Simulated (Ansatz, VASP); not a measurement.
# SiGe5: VASP beside Ansatz

INCAR

```
SYSTEM = SiGe5
PREC = Accurate ; ENCUT = 600
EDIFF = 1E-7 ; ISMEAR = 0
SIGMA = 0.2 ; LREAL = .FALSE.
LASPH = .TRUE. ; NELM = 60
ALGO = Normal ; ISIF = 3
LWAVE = .FALSE. ; LCHARG = .FALSE.
GGA = PE ; IBRION = 2
NSW = 36 ; EDIFFG = -0.08
```

File KPOINTS:

```
Automatic mesh
0
G
  5 5 5
  0 0 0
```

POSCAR

```
SiGe5
1.0
   -1.9870000000      5.9610000000      2.8100000000
    1.9870000000     -5.9610000000      2.8100000000
    1.9870000000      5.9610000000     -2.8100000000
Si Ge
1 5
Direct
    0.0000000000      0.0000000000      0.0000000000
    0.6666700000      0.0000000000      0.6666700000
    0.0833300000      0.2500000000      0.8333300000
    0.3333300000      0.0000000000      0.3333300000
    0.4166700000      0.2500000000      0.1666700000
    0.7500000000      0.2500000000      0.5000000000
```

Input for Ansatz:

```yaml
crystal:
  lattice:
    - [-1.987, 5.961, 2.81]
    - [1.987, -5.961, 2.81]
    - [1.987, 5.961, -2.81]
  atoms:
    - { symbol: Si, position: [0.0, 0.0, 0.0] }
    - { symbol: Ge, position: [0.66667, 0.0, 0.66667] }
    - { symbol: Ge, position: [0.08333, 0.25, 0.83333] }
    - { symbol: Ge, position: [0.33333, 0.0, 0.33333] }
    - { symbol: Ge, position: [0.41667, 0.25, 0.16667] }
    - { symbol: Ge, position: [0.75, 0.25, 0.5] }
basis:
  ecutwfc: 420
kpoints:
  mp_grid: { grid: [5, 5, 5] }
hamiltonian:
  xc: pbe
scf:
  occupations: { method: gaussian, width: 0.2 }
  lower_state_search: "off"
output:
  forces: true
  stress: true
  eigenvalues: true
relax:
  adjacent_minimum: "off"
  f_tol: 0.08
  max_steps: 16
  cell: { stress_tol: 0.8 }
```

Alike in both runs: task relaxation of cell and atoms; functional PBE; k mesh 5 × 5 × 5; occupations gaussian, width 0.2 eV; no spin polarisation.

```csv
,VASP,Ansatz
version,VASP 6.6.1,Ansatz 0.2.0
potentials or method,"VASP PAW PBE potentials, release 64 (Si, Ge_d), cutoff 600 eV","scalar-relativistic, plane waves, PAW"
valence electrons in the cell,74,74
```

|  | VASP | Ansatz | Ansatz less VASP |
| --- | --- | --- | --- |
| gap on the k mesh at the Fermi level, each at its own relaxed structure (eV) | 0.14 | 0.19 | +0.051 |
| relaxed volume (Å³/atom) | 23.20 | 23.03 | -0.170 |
| relaxed cell length with the largest relative difference (Å) | 6.983 | 6.964 | -0.0197 |
